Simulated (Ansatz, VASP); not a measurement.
**One calculation of Si3N4, two programs**

```
CELL_PARAMETERS angstrom
7.60568 0.00000 0.00000
-3.80284 6.58671 0.00000
0.00000 0.00000 2.90571
ATOMIC_POSITIONS crystal
Si 0.23063 0.82458 0.75000
Si 0.40604 0.23063 0.25000
Si 0.82458 0.59396 0.25000
Si 0.17542 0.40604 0.75000
Si 0.59396 0.76937 0.75000
Si 0.76937 0.17542 0.25000
N 0.33333 0.66667 0.75000
N 0.66667 0.33333 0.25000
N 0.96874 0.66968 0.75000
N 0.29906 0.96874 0.25000
N 0.66968 0.70094 0.25000
N 0.33032 0.29906 0.75000
N 0.03126 0.33032 0.25000
N 0.70094 0.03126 0.75000
```

Alike in both runs: functional r2SCAN; k mesh 6 × 6 × 8; occupations gaussian, width 0.02 eV; no spin polarisation.

Ansatz relaxed the structure, and its values are those at the end. VASP's run is a single point on that final structure, the one shown.

```csv
,VASP,Ansatz
version,VASP 6.6.1,Ansatz 0.2.0
potentials or method,"VASP PAW PBE potentials, release 64 (Si, N), cutoff 520 eV","scalar-relativistic, plane waves, PAW"
valence electrons in the cell,64,64
```

|  | VASP | Ansatz | Ansatz less VASP |
| --- | --- | --- | --- |
| gap on the k mesh at the Fermi level (eV) | 5.00 | 5.01 | +0.008 |
| least direct gap on the mesh (eV) | 5.20 | 5.20 | +0.008 |
| pressure (GPa) | -0.2 | 0.0 | +0.16 |

VASP's potentials were made for PBE, not for r2SCAN. With one functional, cell and mesh, what is left measures potentials, basis and numerics.
